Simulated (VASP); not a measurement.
Runs of VASP 6.6.1 on ZnPt2. The structure is that of space group Fm-3m (No. 225), or close to it. The cells are those of the table. 

| task | cell | k mesh | cutoff (eV) | gap on the mesh (eV) | pressure (GPa) |
| --- | --- | --- | --- | --- | --- |
| single point | a = 3.949 Å, angles 60.0°, 3 atoms | 6 × 6 × 6 | 520 | none | 34.3 |
| relaxation of cell and atoms | relaxed from a = 3.949 Å, angles 60.0°, 3 atoms | 6 × 6 × 6 | 600 | none | 0.0 |
| single point | a = 4.142 Å, angles 60.0°, 3 atoms | 6 × 6 × 6 | 520 | none | 0.7 |
| single point | a = 4.145 Å, angles 60.0°, 3 atoms | 14 × 14 × 14 | 520 | none | (a) |

Alike in all rows: level PBE; potentials or basis VASP PAW PBE potentials, release 64 (Zn, Pt); no spin polarisation; smearing gaussian 0.1 eV.

Problem. Fill in the values left out.

Solution. (a) 0.3.

Caveats: spin-orbit coupling is left out, which moves the levels of the heavy elements.

A k mesh can miss the band edges, and the runs leave out spin-orbit coupling on Pt.

A gap of «none» marks levels without a gap at the run's occupations.
